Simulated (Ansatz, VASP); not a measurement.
## Two plane-wave programs on SnO2

Contents of INCAR:

```
ALGO = Normal
EDIFF = 1E-7
ENCUT = 900
GGA = PE
ISIF = 2
ISMEAR = -1
LASPH = T
LCHARG = F
LREAL = F
LWAVE = F
NBANDS = 35
NELM = 80
PREC = Accurate
SIGMA = 0.05
```

File KPOINTS:

```
k-points
0
Gamma
  6 6 8
```

POSCAR

```
SnO2
1.0
    4.7380000000      0.0000000000      0.0000000000
    0.0000000000      4.7380000000      0.0000000000
    0.0000000000      0.0000000000      3.1865000000
Sn O
2 4
Direct
    0.5000000000      0.5000000000      0.5000000000
    0.0000000000      0.0000000000      0.0000000000
    0.8071000000      0.1929000000      0.5000000000
    0.6929000000      0.6929000000      0.0000000000
    0.1929000000      0.8071000000      0.5000000000
    0.3071000000      0.3071000000      0.0000000000
```

The input KPOINTS_OPT:

```
path GXMGZRAZ,XR,MA
15
line-mode
reciprocal
 0.0000000000  0.0000000000  0.0000000000  G
 0.0000000000  0.5000000000  0.0000000000  X

 0.0000000000  0.5000000000  0.0000000000  X
 0.5000000000  0.5000000000  0.0000000000  M

 0.5000000000  0.5000000000  0.0000000000  M
 0.0000000000  0.0000000000  0.0000000000  G

 0.0000000000  0.0000000000  0.0000000000  G
 0.0000000000  0.0000000000  0.5000000000  Z

 0.0000000000  0.0000000000  0.5000000000  Z
 0.0000000000  0.5000000000  0.5000000000  R

 0.0000000000  0.5000000000  0.5000000000  R
 0.5000000000  0.5000000000  0.5000000000  A

 0.5000000000  0.5000000000  0.5000000000  A
 0.0000000000  0.0000000000  0.5000000000  Z

 0.0000000000  0.5000000000  0.0000000000  X
 0.0000000000  0.5000000000  0.5000000000  R

 0.5000000000  0.5000000000  0.0000000000  M
 0.5000000000  0.5000000000  0.5000000000  A
```

File input.yaml:

```yaml
crystal:
  lattice:
    - [4.738, 0.0, 0.0]
    - [0.0, 4.738, 0.0]
    - [0.0, 0.0, 3.1865]
  atoms:
    - { symbol: Sn, position: [0.5, 0.5, 0.5] }
    - { symbol: Sn, position: [0.0, 0.0, 0.0] }
    - { symbol: O, position: [0.8071, 0.1929, 0.5] }
    - { symbol: O, position: [0.6929, 0.6929, 0.0] }
    - { symbol: O, position: [0.1929, 0.8071, 0.5] }
    - { symbol: O, position: [0.3071, 0.3071, 0.0] }
hamiltonian:
  xc: pbe
  pseudopotentials: { kind: paw }
kpoints:
  mp_grid: { grid: [6, 6, 8] }
  band_path:
    path:
      - [[0.0, 0.0, 0.0], [0.0, 0.5, 0.0], [0.5, 0.5, 0.0], [0.0, 0.0, 0.0], [0.0, 0.0, 0.5], [0.0, 0.5, 0.5], [0.5, 0.5, 0.5], [0.0, 0.0, 0.5]]
      - [[0.0, 0.5, 0.0], [0.0, 0.5, 0.5]]
      - [[0.5, 0.5, 0.0], [0.5, 0.5, 0.5]]
    npoints: 14
scf:
  occupations: { method: fermi_dirac, width: 0.05 }
  n_extra_bands: 15
output:
  forces: true
  stress: true
  eigenvalues: true
  fatbands: false
```

Alike in both runs: task band structure; functional PBE; k mesh 6 × 6 × 8; occupations fermi-dirac, width 0.05 eV; no spin polarisation.

```csv
,VASP,Ansatz
version,VASP 6.6.1,Ansatz 0.2.0
potentials or method,"VASP PAW PBE potentials, release 64 (Sn_d, O_h)",Ansatz PAW
plane-wave cutoff (eV),900,420
valence electrons in the cell,52,52
```

```csv
,VASP,Ansatz,Ansatz less VASP
gap on the k mesh at the Fermi level (eV),1.28,1.28,+0.001
least direct gap on the mesh (eV),1.28,1.28,+0.001
gap along the band path (eV),1.28,1.28,+0.001
rms of the force components (eV/Å),0.136,0.130,-0.0065
```

Atom by atom the forces differ by 0.007 eV/Å (rms over components). With one functional, cell and mesh, what is left measures potentials, basis and numerics.

Noted on VASP's run: the cutoff is short for stress, so the pressure is rough.
